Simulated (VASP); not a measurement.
Input of a VASP 6.6.1 run:

INCAR

```
SYSTEM = Rh
  ALGO = Fast
  EDIFF = 1E-7
  ENCUT = 520
  GGA = PE
  ISIF = 2
  ISMEAR = 0
  LASPH = .TRUE.
  LCHARG = .FALSE.
  LREAL = .FALSE.
  LWAVE = .FALSE.
  NBANDS = 14
  NELM = 60
  PREC = Accurate
  SIGMA = 0.15
```

Contents of KPOINTS:

```
k-points
0
G
  22 22 22
  0 0 0
```

POSCAR

```
Rh
1.0
    0.0000000000      1.9585965000      1.9585965000
    1.9585965000      0.0000000000      1.9585965000
    1.9585965000      1.9585965000      0.0000000000
Rh
1
Direct
    0.0000000000      0.0000000000      0.0000000000
```

Potentials or basis: VASP PAW PBE potentials, release 64 (Rh_pv).

Run with:

```console
$ cat potpaw_PBE.64/Rh_pv/POTCAR > POTCAR
$ mpirun -np 1 vasp_std > vasp.out
```

(1) Estimate the band gap on the k mesh.

(2) Predict the pressure.

Answers

(1) zero (an odd number of electrons rules out a gap without spin polarisation).

(2) -14.4 GPa.

Caveat: the cell differs from its parent crystal (strain +0.030 along x and y, +0.030 along z); the cell stands under tension.
